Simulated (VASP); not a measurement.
Here is a VASP 6.6.1 calculation.

File INCAR:

```
SYSTEM = Al2H
PREC     = Accurate       ! precision mode
ENCUT    = 600            ! plane-wave cutoff, eV
EDIFF    = 1E-7           ! SCF threshold, eV
ISMEAR   = 0              ! smearing method
SIGMA    = 0.1            ! smearing width, eV
LREAL    = .FALSE.        ! projectors in reciprocal space
LASPH    = .TRUE.         ! aspherical terms in the spheres
NELM     = 100            ! most SCF steps
ALGO     = Normal         ! electronic algorithm
ISIF     = 3              ! what is computed and relaxed
LWAVE    = .FALSE.        ! write WAVECAR
LCHARG   = .FALSE.        ! write CHGCAR
GGA      = PE             ! functional
IBRION   = 2              ! ionic algorithm
NSW      = 90             ! ionic steps
EDIFFG   = -0.04          ! ionic threshold
```

The input KPOINTS:

```
regular mesh
0
G
  4 4 6
  0 0 0
```

The input POSCAR:

```
Al2H
1.0
    4.4144328800      0.0000000000      0.0000000000
    0.0000000000      4.8805790400      0.0000000000
    0.0000000000      0.0000000000      2.9302078300
Al H
4 2
Direct
    0.2529510000      0.6587479700      0.0000000000
    0.7470490000      0.3412520300      0.0000000000
    0.2470490000      0.1587479700      0.5000000000
    0.7529510000      0.8412520300      0.5000000000
    0.0000000000      0.0000000000      0.0000000000
    0.5000000000      0.5000000000      0.5000000000
```

Potentials or basis: VASP PAW PBE potentials, release 64 (Al, H).

The run is started by

```bash
$ cat potpaw_PBE.64/Al/POTCAR potpaw_PBE.64/H/POTCAR > POTCAR
$ mpirun -np 1 vasp_std > vasp.out
```

Q: Estimate the relaxed cell.

A: a = 5.048 Å, b = 5.103 Å, c = 2.804 Å, α = 90.00°, β = 90.00°, γ = 90.00°.

Q: Estimate the relaxed volume.

A: 12.04 Å³/atom.

Final structure:
```cif
data_structure
_symmetry_space_group_name_H-M 'P 1'
_symmetry_Int_Tables_number 1
_cell_length_a 5.0476
_cell_length_b 5.1035
_cell_length_c 2.8041
_cell_angle_alpha 90.000
_cell_angle_beta 90.000
_cell_angle_gamma 90.000
_cell_volume 72.23
loop_
_atom_site_label
_atom_site_type_symbol
_atom_site_fract_x
_atom_site_fract_y
_atom_site_fract_z
_atom_site_occupancy
Al1 Al 0.22268 0.66285 0.00000 1
Al2 Al 0.77732 0.33715 0.00000 1
Al3 Al 0.27732 0.16285 0.50000 1
Al4 Al 0.72268 0.83715 0.50000 1
H1 H 0.00000 0.00000 0.00000 1
H2 H 0.50000 0.50000 0.50000 1
```
